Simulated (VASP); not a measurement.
# SiN2 in VASP: a series of runs

Runs on SiN2. Level: PBE. Tasks: single point.

Everything below comes from runs of VASP 6.6.1. Logs are shortened: lines on timing, memory, paths and dates and some standing lists are left out, and cuts for length are marked.

### 1 The cell of the first run

The typed cell holds 6 atoms: a = 3.049 Å, b = 3.049 Å, c = 9.467 Å, α = 90.13°, β = 89.96°, γ = 123.69°.

### 2 Single point, PBE

Input file INCAR:

```
SYSTEM = SiN2
ALGO = Normal
EDIFF = 1E-7
ENCUT = 520
GGA = PE
ISIF = 2
ISMEAR = 0
LASPH = .TRUE.
LCHARG = .FALSE.
LREAL = .FALSE.
LWAVE = .FALSE.
NBANDS = 23
NELM = 60
PREC = Accurate
SIGMA = 0.1
```

Input file KPOINTS:

```
k-points
0
G
  6 6 2
  0 0 0
```

Input file POSCAR:

```
SiN2
1.0
    3.0475813172     -0.1004181671      0.0001604117
   -1.6069591002      2.5911788166     -0.0021814211
    0.0057934066     -0.0139626549      9.4669421511
Si N
2 4
Direct
    0.2693932560      0.7249658835      0.2390769333
    0.7305486820      0.2748457857      0.7383554410
    0.4181223951      0.5866064755      0.6715380312
    0.5814746755      0.4120629261      0.1722663946
    0.2759597166      0.7305110104      0.8390220415
    0.7245012748      0.2710079186      0.3397411582
```

Potentials or basis: VASP PAW PBE potentials, release 64 (Si, N).

On the command line:

```
cat potpaw_PBE.64/Si/POTCAR potpaw_PBE.64/N/POTCAR > POTCAR
mpirun -np 1 vasp_std > vasp.out
```

OUTCAR:

```text
SYSTEM = SiN2
   EDIFF = 1E-7
   ENCUT = 520
   GGA = PE
   ISIF = 2
   ISMEAR = 0
   LASPH = .TRUE.
   LREAL = .FALSE.
   NELM = 60
   PREC = Accurate

 ion  position               nearest neighbor table
   1  0.269  0.725  0.239-   6 1.74   6 1.74   4 1.79   4 1.87   4 1.87
   2  0.731  0.275  0.738-   5 1.74   5 1.74   3 1.79   3 1.87   3 1.87
   3  0.418  0.587  0.672-   5 1.76   2 1.79   2 1.87   2 1.87
   4  0.581  0.412  0.172-   6 1.76   1 1.79   1 1.87   1 1.87
   5  0.276  0.731  0.839-   2 1.74   2 1.74   3 1.76
   6  0.725  0.271  0.340-   1 1.74   1 1.74   4 1.76

  LATTYP: Found a triclinic cell.
 ALAT       =     3.0490211491
 B/A-ratio  =     0.9437044031
 C/A-ratio  =     3.1049158918
 COS(alpha) =     0.0016726998
 COS(beta)  =     0.0022913916
 COS(gamma) =     0.4717777843

  Lattice vectors:

 A1 = (  -1.6069591002,   2.5911788166,  -0.0021814211)
 A2 = (   1.4406222170,   2.4907606495,  -0.0020210094)
 A3 = (  -0.0057934066,   0.0139626549,  -9.4669421511)

Analysis of symmetry for initial positions (statically):
=====================================================================
 Subroutine PRICEL returns:
 Original cell was already a primitive cell.

 Routine SETGRP: Setting up the symmetry group for a
 triclinic supercell.

 Subroutine GETGRP returns: Found  1 space group operations
 (whereof  1 operations were pure point group operations)
 out of a pool of  2 trial point group operations.

The static configuration has the point symmetry C_1 .

Analysis of symmetry for dynamics (positions and initial velocities):
=====================================================================
 Subroutine PRICEL returns:
 Original cell was already a primitive cell.

 Routine SETGRP: Setting up the symmetry group for a
 triclinic supercell.

 Subroutine GETGRP returns: Found  1 space group operations
 (whereof  1 operations were pure point group operations)
 out of a pool of  2 trial point group operations.

The dynamic configuration has the point symmetry C_1 .

 Subroutine INISYM returns: Found  1 space group operations
 (whereof  1 operations are pure point group operations),
 and found     1 'primitive' translations

----------------------------------------------------------------------------------------

                                     Primitive cell

  volume of cell :      73.2311

  direct lattice vectors                    reciprocal lattice vectors
     3.047581317 -0.100418167  0.000160412     0.334974094  0.207739384  0.000101400
    -1.606959100  2.591178817 -0.002181421     0.012981523  0.393975908  0.000573125
     0.005793407 -0.013962655  9.466942151    -0.000002685  0.000087262  0.105630859

  length of vectors
     3.049235268  3.049021149  9.466954220     0.394161522  0.394190137  0.105630895

  position of ions in fractional coordinates (direct lattice)
     0.269393256  0.724965883  0.239076933
     0.730548682  0.274845786  0.738355441
     0.418122395  0.586606475  0.671538031
     0.581474675  0.412062926  0.172266395
     0.275959717  0.730511010  0.839022042
     0.724501275  0.271007919  0.339741158

  ion indices of the primitive-cell ions
   primitive index   ion index
                 1           1
                 2           2
                 3           3
                 4           4
                 5           5
                 6           6

----------------------------------------------------------------------------------------

 KPOINTS: k-points

Automatic generation of k-mesh.
 Grid dimensions read from file:
 generate k-points for:    6    6    2

 Generating k-lattice:

  Cartesian coordinates                     Fractional coordinates (reciprocal lattice)
     0.055829016  0.034623231  0.000016900     0.166666667 -0.000000000 -0.000000000
     0.002163587  0.065662651  0.000095521     0.000000000  0.166666667  0.000000000
    -0.000001342  0.000043631  0.052815430     0.000000000 -0.000000000  0.500000000

  Length of vectors
     0.065693587  0.065698356  0.052815448

  Shift w.r.t. Gamma in fractional coordinates (k-lattice)
     0.000000000  0.000000000  0.000000000

 Subroutine IBZKPT returns following result:
 ===========================================

 Found     40 irreducible k-points:

 Following reciprocal coordinates:
            Coordinates               Weight
  0.000000  0.000000  0.000000      1.000000
  0.166667 -0.000000  0.000000      2.000000
  0.333333  0.000000 -0.000000      2.000000
  0.500000 -0.000000  0.000000      1.000000
  0.000000  0.166667  0.000000      2.000000
  0.166667  0.166667  0.000000      2.000000
[... 16 lines left out ...]
  0.333333 -0.000000  0.500000      2.000000
  0.500000 -0.000000  0.500000      1.000000
 [... further k-points ...]
   k-points           NKPTS =     40   k-points in BZ     NKDIM =     40   number of bands    NBANDS=     23
   number of dos      NEDOS =    301   number of ions     NIONS =      6
   total plane-waves  NPLWV =  40320
   dimension x,y,z NGX =    24 NGY =   24 NGZ =   70
   dimension x,y,z NGXF=    48 NGYF=   48 NGZF=  140
   ions per type =               2   4
   NGX,Y,Z   is equivalent  to a cutoff of  13.08, 13.09, 12.29 a.u.
   NGXF,Y,Z  is equivalent  to a cutoff of  26.17, 26.17, 24.58 a.u.
 SYSTEM =  SiN2
   PREC   = accura    normal or accurate (medium, high low for compatibility)
   ISTART =      0    job   : 0-new  1-cont  2-samecut
   ICHARG =      2    charge: 1-file 2-atom 10-const
   ISPIN  =      1    spin polarized calculation?
   LNONCOLLINEAR =      F non collinear calculations
   LSORBIT =      F    spin-orbit coupling
   LASPH  =      T    aspherical Exc in radial PAW
   ENCUT  =  520.0 eV  38.22 Ry    6.18 a.u.   5.67  5.67 17.60*2*pi/ulx,y,z
   NELM   =     60;   NELMIN=  2; NELMDL= -5     # of ELM steps
   EDIFF  = 0.1E-06   stopping-criterion for ELM
   LREAL  =      F    real-space projection
   EDIFFG = 0.1E-05   stopping-criterion for IOM
   NSW    =      0    number of steps for IOM
   IBRION =     -1    ionic relax: 0-MD 1-quasi-New 2-CG
   NFREE  =      0    steps in history (QN), initial steepest desc. (CG)
   ISIF   =      2    stress and relaxation
   ISYM   =      2    0-nonsym 1-usesym 2-fastsym
   POTIM  = 0.5000    time-step for ionic-motion
   TEBEG  =    0.0;   TEEND  =   0.0 temperature during run
   PSTRESS=    0.0 pullay stress
   NELECT =      28.0000    total number of electrons
   NUPDOWN=      -1.0000    fix difference up-down
   EMIN   =  10.00;   EMAX   =-10.00  energy-range for DOS
   EFERMI =   0.00;   METHOD = LEGACY
   ISMEAR =     0;   SIGMA  =   0.10  broadening in eV -4-tet -1-fermi 0-gaus
   EFERMI_NEDOS =   21; number of points for ismear=-14 and -15
   IALGO  =     38    algorithm
   IMIX   =      4    mixing-type and parameters
     AMIX     =   0.40;   BMIX     =  1.00
     AMIX_MAG =   1.60;   BMIX_MAG =  1.00
  volume/ion in A,a.u.               =      12.21        82.36
  Fermi-wavevector in a.u.,A,eV,Ry     =   1.188217  2.245404 19.209513  1.411859
  Thomas-Fermi vector in A             =   2.324351
   LORBIT       =      0    0 simple, 1 ext, 2 COOP (PROOUT), +10 PAW based schemes
   GGA     = PE    functional components
   LHFCALC =     F    Hartree Fock is set to
   AEXX    =    0.0000 exact exchange contribution
   IVDW    =     0    specifies the selected vdW correction
   LEPSILON=     F    determine dielectric tensor
   LRPA    =     F    only Hartree local field effects (RPA)
 non-spin polarized calculation
 Gauss-broadening in eV      SIGMA  =   0.10
  energy-cutoff  :      520.00
  volume of cell :       73.23
 maximum number of plane-waves:      1997
 NGX is ok and might be reduce to    24
   NGX = 11   NGY = 11   NGZ = 35

 number of electron      28.0000000 magnetization

 Free energy of the ion-electron system (eV)
  ---------------------------------------------------
  ext. energy  EPLUGINS =         0.00000000
  ---------------------------------------------------
  free energy    TOTEN  =       -42.75070280 eV

  energy without entropy =      -42.75070280  energy(sigma->0) =      -42.75070280

 E-fermi :   3.5789     XC(G=0):  -9.5887

 val. band max:        3.0684058357   @ k =   0.1667   0.3333   0.0000
 cond. band min:       5.9470613177   @ k =  -0.1667   0.1667   0.0000
 fundamental gap:      2.8786554821
 Fermi energy:         3.5788792269

 k-point     1 :       0.0000    0.0000    0.0000
  band No.  band energies     occupation
      1     -15.8433      2.00000
      2     -15.8062      2.00000
      3      -9.1480      2.00000
      4      -8.9153      2.00000
      5      -1.2187      2.00000
      6      -0.7702      2.00000
[... 15 lines left out ...]
     22      12.9706      0.00000
     23      13.6384      0.00000

 k-point     2 :       0.1667   -0.0000    0.0000
  band No.  band energies     occupation
      1     -15.4612      2.00000
      2     -15.4263      2.00000
      3      -8.9084      2.00000
      4      -8.7028      2.00000
      5      -2.2983      2.00000
      6      -2.1963      2.00000
[... 15 lines left out ...]
     22      12.7539      0.00000
     23      13.3697      0.00000

 k-point     3 :       0.3333    0.0000   -0.0000
  band No.  band energies     occupation
      1     -14.5123      2.00000
      2     -14.4854      2.00000
      3      -8.4739      2.00000
      4      -8.3518      2.00000
      5      -4.6592      2.00000
      6      -4.6086      2.00000
[... 15 lines left out ...]
     22      13.1304      0.00000
     23      13.7994      0.00000
[... 495 lines left out ...]
 k-point    23 :       0.3333   -0.0000    0.5000
  band No.  band energies     occupation
      1     -14.5029      2.00000
      2     -14.4949      2.00000
      3      -8.4173      2.00000
      4      -8.4095      2.00000
      5      -4.6372      2.00000
      6      -4.6295      2.00000
[... 15 lines left out ...]
     22      13.0078      0.00000
     23      14.1357      0.00000

 k-point    24 :       0.5000   -0.0000    0.5000
  band No.  band energies     occupation
      1     -13.8666      2.00000
      2     -13.8587      2.00000
      3      -8.4217      2.00000
      4      -8.4138      2.00000
      5      -5.5443      2.00000
      6      -5.5368      2.00000
[... 15 lines left out ...]
     22      13.4567      0.00000
     23      15.2709      0.00000

 [... further k-points ...]

------------------------ aborting loop because EDIFF is reached ----------------------------------------

  FORCE on cell =-STRESS in cart. coord.  units (eV):
  Direction    XX          YY          ZZ          XY          YZ          ZX
  --------------------------------------------------------------------------------------
  -------------------------------------------------------------------------------------
  Total       -0.0679490     -0.0674670     -0.0418682     -0.0071177      0.0024598     -0.0024541
  in kB       -1.4866148     -1.4760689     -0.9160081     -0.1557238      0.0538154     -0.0536910
  external PRESSURE =      -1.2928973 kB  Pullay stress =       0.0000000 kB

 VOLUME and BASIS-vectors are now :
 -----------------------------------------------------------------------------
  energy-cutoff  :      520.00
  volume of cell :       73.23
      direct lattice vectors                 reciprocal lattice vectors
     3.047581317 -0.100418167  0.000160412     0.334974094  0.207739384  0.000101400
    -1.606959100  2.591178817 -0.002181421     0.012981523  0.393975908  0.000573125
     0.005793407 -0.013962655  9.466942151    -0.000002685  0.000087262  0.105630859

 POSITION                                       TOTAL-FORCE (eV/Angst)
 -----------------------------------------------------------------------------------
     -0.34261      1.84813      2.26179         0.002886     -0.001942     -0.004184
      1.78902      0.62850      6.98949        -0.003239      0.002248     -0.003179
      0.33550      1.46864      6.35620         0.015178     -0.009923     -0.030334
      1.11092      1.00693      1.63003        -0.014533      0.009751     -0.031527
     -0.32803      1.85346      7.94142        -0.012189      0.007061      0.034648
      1.77445      0.62473      3.21583         0.011898     -0.007195      0.034576
 -----------------------------------------------------------------------------------
    total drift:                                0.000060     -0.000055      0.000040

  FREE ENERGIE OF THE ION-ELECTRON SYSTEM (eV)
  ---------------------------------------------------
  free  energy   TOTEN  =       -42.7507028046 eV

  energy  without entropy=      -42.7507028046  energy(sigma->0) =      -42.75070280
```

Wall time 33 s (1 thread of Intel Xeon 6975P-C (Granite Rapids), shared host); peak memory 0.21 GiB.

Results:

- Free energy: -42.7507 eV
- Pressure: -0.1 GPa
- Largest force: 0.037 eV/Å
- Band gap on the k mesh: 2.88 eV (least direct gap 2.92 eV)

Forces in eV/Å, atoms in the order of the input:
```
Si   0.003 -0.002 -0.004
Si  -0.003  0.002 -0.003
N    0.015 -0.010 -0.030
N   -0.015  0.010 -0.032
N   -0.012  0.007  0.035
N    0.012 -0.007  0.035
```

A k mesh can miss the band edges.

### 3 Single point, PBE

This run uses another cell than the first one, of 11.93 Å³/atom.

Input file INCAR:

```
SYSTEM = SiN2
PREC = Accurate ; ENCUT = 520
EDIFF = 1E-6 ; ISMEAR = 0
SIGMA = 0.02 ; LREAL = .FALSE.
LASPH = .TRUE. ; NELM = 100
ALGO = Normal ; ISIF = 2
LWAVE = .FALSE. ; LCHARG = .TRUE.
GGA = PE ; LELF = .TRUE.
LVHAR = .TRUE. ; NBANDS = 23
```

Input file KPOINTS:

```
Automatic mesh
0
G
  10 10 4
  0 0 0
```

Input file POSCAR:

```
SiN2
1.0
    1.4380493425     -2.6906633514      0.0000000000
    1.4380493425      2.6906633514      0.0000000000
    0.0000000000      0.0000000000      9.2527240623
Si N
2 4
Direct
    0.7717974690      0.2282025310      0.7617916828
    0.2282025310      0.7717974690      0.2617916828
    0.9160028373      0.0839971627      0.3299267657
    0.0839971627      0.9160028373      0.8299267657
    0.7734675946      0.2265324054      0.1586445456
    0.2265324054      0.7734675946      0.6586445456
```

Potentials or basis: VASP PAW PBE potentials, release 64 (Si, N).

On the command line:

```
cat potpaw_PBE.64/Si/POTCAR potpaw_PBE.64/N/POTCAR > POTCAR
mpirun -np 1 vasp_std > vasp.out
```

OUTCAR:

```text
SYSTEM = SiN2
   PREC = Accurate
   ENCUT = 520
   EDIFF = 1E-6
   ISMEAR = 0
   LREAL = .FALSE.
   LASPH = .TRUE.
   NELM = 100
   ISIF = 2
   GGA = PE

 ion  position               nearest neighbor table
   1  0.772  0.228  0.762-   6 1.74   6 1.74   4 1.79   4 1.87   4 1.87
   2  0.228  0.772  0.262-   5 1.74   5 1.74   3 1.79   3 1.87   3 1.87
   3  0.916  0.084  0.330-   5 1.76   2 1.79   2 1.87   2 1.87
   4  0.084  0.916  0.830-   6 1.76   1 1.79   1 1.87   1 1.87
   5  0.773  0.227  0.159-   2 1.74   2 1.74   3 1.76
   6  0.227  0.773  0.659-   1 1.74   1 1.74   4 1.76

[... 833 lines left out ...]
  -------------------------------------------------------------------------------------
  Total       -0.0376098     -0.0526429      0.0058488      0.0000000      0.0000000      0.0000000
  in kB       -0.8415490     -1.1779261      0.1308708      0.0000000      0.0000000      0.0000000
  external PRESSURE =      -0.6295347 kB  Pullay stress =       0.0000000 kB

 VOLUME and BASIS-vectors are now :
 -----------------------------------------------------------------------------
  energy-cutoff  :      520.00
  volume of cell :       71.60
      direct lattice vectors                 reciprocal lattice vectors
     1.438049343 -2.690663351  0.000000000     0.347693216 -0.185827781  0.000000000
     1.438049343  2.690663351  0.000000000     0.347693216  0.185827781  0.000000000
     0.000000000  0.000000000  9.252724062     0.000000000  0.000000000  0.108076280

 POSITION                                       TOTAL-FORCE (eV/Angst)
 -----------------------------------------------------------------------------------
      1.43805     -1.46263      7.04865         0.000000     -0.000576      0.010644
      1.43805      1.46263      2.42229         0.000000      0.000576      0.010644
      1.43805     -2.23865      3.05272         0.000000     -0.024493      0.023077
      1.43805      2.23865      7.67908         0.000000      0.024493      0.023077
      1.43805     -1.47162      1.46789         0.000000      0.023345     -0.033721
      1.43805      1.47162      6.09426         0.000000     -0.023345     -0.033721
 -----------------------------------------------------------------------------------
    total drift:                                0.000000      0.000000     -0.000014

  FREE ENERGIE OF THE ION-ELECTRON SYSTEM (eV)
  ---------------------------------------------------
  free  energy   TOTEN  =       -42.7533766041 eV

  energy  without entropy=      -42.7533766041  energy(sigma->0) =      -42.75337660
```

stdout:

```text
POSCAR found type information on POSCAR SiN
 POSCAR found :  2 types and       6 ions
 scaLAPACK will be used
 LDA part: xc-table for (Slater+PW92), standard interpolation
 POSCAR, INCAR and KPOINTS ok, starting setup
 FFT: planning ... GRIDC
 FFT: planning ... GRID_SOFT
 FFT: planning ... GRID
 WAVECAR not read
 entering main loop
```

It took 63 s on 1 thread of Intel Xeon 6975P-C (Granite Rapids), shared host; peak memory 0.25 GiB.

Results:

| Quantity | Value |
| --- | --- |
| Free energy | -42.7534 eV |
| Pressure | -0.1 GPa |
| Largest force | 0.041 eV/Å |
| Band gap on the k mesh | 2.77 eV (least direct gap 2.91 eV) |

Forces on the atoms (eV/Å):
```
Si   0.000 -0.001  0.011
Si   0.000  0.001  0.011
N    0.000 -0.024  0.023
N    0.000  0.024  0.023
N    0.000  0.023 -0.034
N    0.000 -0.023 -0.034
```

Stress tensor (GPa, compression positive):
```
-0.08  0.00  0.00
 0.00 -0.12  0.00
 0.00  0.00  0.01
```
